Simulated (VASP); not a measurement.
Set up this calculation in VASP 6.6.1, as the native input.

```yaml
Task: single point
Functional: PBE
Potentials_or_basis: VASP PAW PBE potentials, release 64 (Zn, Se)
Cutoff: 520 eV
k_mesh: 8 × 8 × 8
Occupations: gaussian, width 0.1 eV
Spin: no spin polarisation
Dipole_correction: no
Further_INCAR_settings: ALGO = Normal; EDIFF = 1e-07; NBANDS = 30
```

The structure of ZnSe5 lies in POSCAR:

```
ZnSe5
1.0
    0.0000000000      4.0290193885      4.0290193885
    4.0290193885      0.0000000000      4.0290193885
    4.0290193885      4.0290193885      0.0000000000
Zn Se
1 5
Direct
    0.0000000000      0.0000000000      0.0000000000
    0.6253304440      0.6253304440      0.6253304440
    0.1240086680      0.6253304440      0.6253304440
    0.6253304440      0.6253304440      0.1240086680
    0.6253304440      0.1240086680      0.6253304440
    0.2500000000      0.2500000000      0.2500000000
```

The cell was generated, and may not be a known phase.

One way to write it, as run:

INCAR

```
SYSTEM = ZnSe5
PREC     = Accurate       ! precision mode
ENCUT    = 520            ! plane-wave cutoff, eV
EDIFF    = 1E-7           ! SCF threshold, eV
ISMEAR   = 0              ! smearing method
SIGMA    = 0.1            ! smearing width, eV
LREAL    = .False.        ! projectors in reciprocal space
LASPH    = .True.         ! aspherical terms in the spheres
NELM     = 100            ! most SCF steps
ALGO     = Normal         ! electronic algorithm
ISIF     = 2              ! what is computed and relaxed
LWAVE    = .False.        ! write WAVECAR
LCHARG   = .True.         ! write CHGCAR
GGA      = PE             ! functional
LELF     = .True.         ! ELF
LVHAR    = .True.       
NBANDS   = 30             ! bands
```

KPOINTS

```
Automatic mesh
0
Gamma
  8 8 8
  0 0 0
```

Potentials or basis: VASP PAW PBE potentials, release 64 (Zn, Se).

Command:

```console
$ cat potpaw_PBE.64/Zn/POTCAR potpaw_PBE.64/Se/POTCAR > POTCAR
$ mpirun -np 1 vasp_std > vasp.out
```

Results of the run:

The pressure is 0.0 GPa. The largest force is 0.013 eV/Å. The band gap on the k mesh is zero (bands 21 and 22 overlap by 1.48 eV).

Wall time 4.1 min on 1 thread of Intel Xeon 8259CL (shared host), peak memory 0.31 GiB.
